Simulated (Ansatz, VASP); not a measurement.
# One calculation of SiC, two programs

Contents of INCAR:

```
PREC = Accurate ; ENCUT = 520
EDIFF = 1E-6 ; ISMEAR = 0
SIGMA = 0.05 ; LREAL = F
LASPH = T ; NELM = 80
ALGO = Normal ; ISIF = 2
LWAVE = F ; LCHARG = F
GGA = PE ; NBANDS = 36
```

KPOINTS

```
Automatic mesh
0
Gamma
  12 12 2
```

File POSCAR:

```
SiC
1.0
    3.0432521380      0.0000000000      0.0000000000
   -1.5216260690      2.6355336616      0.0000000000
    0.0000000000      0.0000000000     14.9327054840
Si C
6 6
Direct
    0.0000000000      0.0000000000      0.1250399589
    0.0000000000      0.0000000000      0.6250399589
    0.3333333333      0.6666666667      0.2918172939
    0.6666666667      0.3333333333      0.7918172939
    0.3333333333      0.6666666667      0.9583095749
    0.6666666667      0.3333333333      0.4583095749
    0.0000000000      0.0000000000      0.9996884429
    0.0000000000      0.0000000000      0.4996884429
    0.3333333333      0.6666666667      0.1668295365
    0.6666666667      0.3333333333      0.6668295365
    0.3333333333      0.6666666667      0.8333151928
    0.6666666667      0.3333333333      0.3333151928
```

Input for Ansatz:

```yaml
crystal:
  lattice:
    - [3.043252138, 0.0, 0.0]
    - [-1.521626069, 2.6355336616, 0.0]
    - [0.0, 0.0, 14.932705484]
  atoms:
    - { symbol: Si, position: [0.0, 0.0, 0.1250399589] }
    - { symbol: Si, position: [0.0, 0.0, 0.6250399589] }
    - { symbol: Si, position: [0.3333333333, 0.6666666667, 0.2918172939] }
    - { symbol: Si, position: [0.6666666667, 0.3333333333, 0.7918172939] }
    - { symbol: Si, position: [0.3333333333, 0.6666666667, 0.9583095749] }
    - { symbol: Si, position: [0.6666666667, 0.3333333333, 0.4583095749] }
    - { symbol: C, position: [0.0, 0.0, 0.9996884429] }
    - { symbol: C, position: [0.0, 0.0, 0.4996884429] }
    - { symbol: C, position: [0.3333333333, 0.6666666667, 0.1668295365] }
    - { symbol: C, position: [0.6666666667, 0.3333333333, 0.6668295365] }
    - { symbol: C, position: [0.3333333333, 0.6666666667, 0.8333151928] }
    - { symbol: C, position: [0.6666666667, 0.3333333333, 0.3333151928] }
basis:
  ecutwfc: 520.0
kpoints:
  mp_grid: { grid: [12, 12, 2] }
hamiltonian:
  xc: pbe
  pseudopotentials: { kind: paw, azcp: { folder: soft_1 } }
scf:
  occupations: { method: gaussian, width: 0.05 }
output:
  forces: true
  stress: true
  eigenvalues: true
```

Change from the starting cell: mode 32 frozen in at +0.000 Å, equal normal strain along x, y and z -0.0167.

Alike in both runs: task single point; functional PBE; k mesh 12 × 12 × 2; occupations gaussian, width 0.05 eV; no spin polarisation.

|  | VASP | Ansatz |
| --- | --- | --- |
| version | VASP 6.6.1 | Ansatz 0.2.0 |
| potentials or method | VASP PAW PBE potentials, release 64 (Si, C), cutoff 520 eV | scalar-relativistic, plane waves, PAW |
| valence electrons in the cell | 48 | 48 |

Ansatz gave:

* gap on the k mesh at the Fermi level (eV): 2.02
* least direct gap on the mesh (eV): 3.13
* pressure (GPa): 11.9
* traceless stress, the component that is largest in VASP (GPa): -0.08
* rms of the force components (eV/Å): 0.004

Question: Estimate VASP's values.

Answer: gap on the k mesh at the Fermi level (eV): 2.02; least direct gap on the mesh (eV): 3.12; pressure (GPa): 11.8; traceless stress, the component that is largest in VASP (GPa): -0.07; rms of the force components (eV/Å): 0.004.

Atom by atom the forces differ by 0.000 eV/Å (rms over components).
